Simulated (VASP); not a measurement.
**Mg4O: single point with LDA**

Mg4O, a slab with vacuum:

```
Mg O
1.0
     3.14661    0.00000    0.00000
     0.00000    5.03889    0.00000
     0.00000    0.00000   20.58461
Mg O
4 1
Direct
  0.00000 0.75000 0.19432
  0.50000 0.25000 0.23845
  0.50000 0.75000 0.33061
  0.00000 0.25000 0.36846
  0.12500 0.37500 0.47679
```

```json
{
 "Program": "VASP 6.6.1",
 "Task": "single point",
 "Functional": "LDA",
 "Potentials or basis": "VASP PAW LDA potentials, release 64 (Mg, O)",
 "Cutoff": "520 eV",
 "k mesh": "8 × 5 × 1",
 "Occupations": "gaussian, width 0.1 eV",
 "Spin": "no spin polarisation",
 "Dipole correction": "yes",
 "Further INCAR settings": "ALGO = Normal; EDIFF = 1e-06; NBANDS = 15"
}
```

```
Largest force          : 2.985 eV/Å
Band gap on the k mesh : zero (band 7 reaches -3.57 eV, above the bottom of band 8 at -3.81 eV)
```

Forces on the atoms (eV/Å):
```
Mg   0.004 -0.020  0.266
Mg   0.017  0.022 -0.002
Mg  -0.033 -0.119  0.176
Mg   0.161  0.519  2.514
O   -0.148 -0.402 -2.955
```

Levels at points of the mesh, in eV from the Fermi level:
| k point | band 3 | band 4 | band 5 | band 6 | band 7 | band 8 | band 9 | band 10 | band 11 | band 12 |
| --- | --- | --- | --- | --- | --- | --- | --- | --- | --- | --- |
| (0.00, 0.00, 0.00) | -3.84 | -1.23 | -0.84 | -0.36 | -0.07 | 0.09 | 0.28 | 1.49 | 2.19 | 2.90 |
| (0.50, 0.00, 0.00) | -2.48 | -1.18 | -0.80 | -0.14 | -0.03 | 0.30 | 2.51 | 2.82 | 2.97 | 3.06 |

It took 93 s on 1 thread of Intel(R) Xeon(R) 6975P-C (Granite Rapids), with other jobs on the host, peak memory 0.35 GiB.
